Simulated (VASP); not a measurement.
Al2Si:

```
CELL_PARAMETERS angstrom
2.99430 0.00000 0.00000
0.00000 2.99430 0.00000
0.00000 0.00000 8.91879
ATOMIC_POSITIONS crystal
Al 0.00000 0.00000 0.82617
Al 0.00000 0.00000 0.17383
Al 0.00000 0.00000 0.50000
Al 0.50000 0.50000 0.00000
Si 0.50000 0.50000 0.33195
Si 0.50000 0.50000 0.66805
```

* Program: VASP 6.6.1
* Task: relaxation of cell and atoms
* Functional: PBE
* Potentials or basis: VASP PAW PBE potentials, release 64 (Al, Si)
* Cutoff: 600 eV
* k mesh: 6 × 6 × 2
* Occupations: gaussian, width 0.1 eV
* Spin: no spin polarisation

At the start: pressure 22.1 GPa; volume 13.33 Å³/atom.

Question: How do energy, volume and symmetry change on relaxing?

Answer: Over 14 steps the energy falls by 174.7 meV/atom and the volume is 16.15 Å³/atom (+21.2 %); space group P4/mmm (No. 123, to 0.05 Å).

Step by step:
| step | energy change (eV) | largest force (eV/Å) | pressure (GPa) | volume (Å³) |
| --- | --- | --- | --- | --- |
| 1 | 0.0000 | 0.2997 | 22.10 | 79.96 |
| 2 | -0.8571 | 0.4775 | -5.14 | 103.16 |
| 3 | -0.9718 | 0.3584 | -0.04 | 96.02 |
| 4 | -0.9719 | 0.3656 | -0.33 | 96.36 |
| 5 | -0.9986 | 0.3807 | -0.22 | 96.37 |
| 6 | -1.0026 | 0.3863 | -0.17 | 96.37 |
| 7 | -1.0033 | 0.3902 | -0.14 | 96.36 |
| 8 | -1.0224 | 0.2838 | 0.20 | 96.16 |
| 9 | -1.0400 | 0.1500 | 1.13 | 95.66 |
| 10 | -1.0407 | 0.1216 | 0.94 | 95.76 |
| 11 | -1.0449 | 0.0896 | -0.59 | 97.63 |
| 12 | -1.0458 | 0.0984 | -0.16 | 97.08 |
| 13 | -1.0472 | 0.0615 | -0.11 | 97.02 |
| 14 | -1.0482 | 0.0100 | -0.03 | 96.91 |

Final structure:
```yaml
crystal:
  lattice:
    - [3.14093, 0.00000, 0.00000]
    - [0.00000, 3.14093, 0.00000]
    - [0.00000, 0.00000, 9.82322]
  atoms:
    - { symbol: Al, position: [0.00000, 0.00000, 0.81258] }
    - { symbol: Al, position: [0.00000, 0.00000, 0.18742] }
    - { symbol: Al, position: [0.00000, 0.00000, 0.50000] }
    - { symbol: Al, position: [0.50000, 0.50000, 0.00000] }
    - { symbol: Si, position: [0.50000, 0.50000, 0.33741] }
    - { symbol: Si, position: [0.50000, 0.50000, 0.66259] }
```

Caveat: the volume moved by over 15 % at a fixed basis, so the end points are rough.
